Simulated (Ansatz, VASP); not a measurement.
**TiSi2: VASP beside Ansatz**

```
Ti Si
1.0
     1.77338   -6.96345    0.00000
     1.77338    6.96345    0.00000
     0.00000    0.00000    3.57847
Ti Si
2 4
Cartesian
  1.7734 -5.5263 2.6839
  1.7734 5.5263 0.8946
  1.7734 -0.8236 2.6839
  1.7734 0.8236 0.8946
  1.7734 3.4841 2.6839
  1.7734 -3.4841 0.8946
```

Change from the starting cell: volume 14.730 Å^3 an atom, stretch along b over the lengths across it, relative to the relaxed cell 1.0271.

Alike in both runs: task single point; functional PBE; k mesh 12 × 12 × 12; occupations gaussian, width 0.15 eV; no spin polarisation.

|  | VASP | Ansatz |
| --- | --- | --- |
| version | VASP 6.6.1 | Ansatz 0.2.0 |
| potentials or method | VASP PAW PBE potentials, release 64 (Ti_sv, Si), cutoff 520 eV | scalar-relativistic, plane waves, PAW |
| valence electrons in the cell | 40 | 40 |

VASP gave:

- gap on the k mesh at the Fermi level (eV): none
- pressure (GPa): -2.9
- traceless stress, the component that is largest in VASP (GPa): -2.91
- rms of the force components (eV/Å): 0.107

Task: What did Ansatz give for the same quantities?

Result: gap on the k mesh at the Fermi level (eV): none; pressure (GPa): -2.9; traceless stress, the component that is largest in VASP (GPa): -2.91; rms of the force components (eV/Å): 0.105.

Atom by atom the forces differ by 0.003 eV/Å (rms over components). A gap of «none» marks a metal or a gap that the smearing closes.
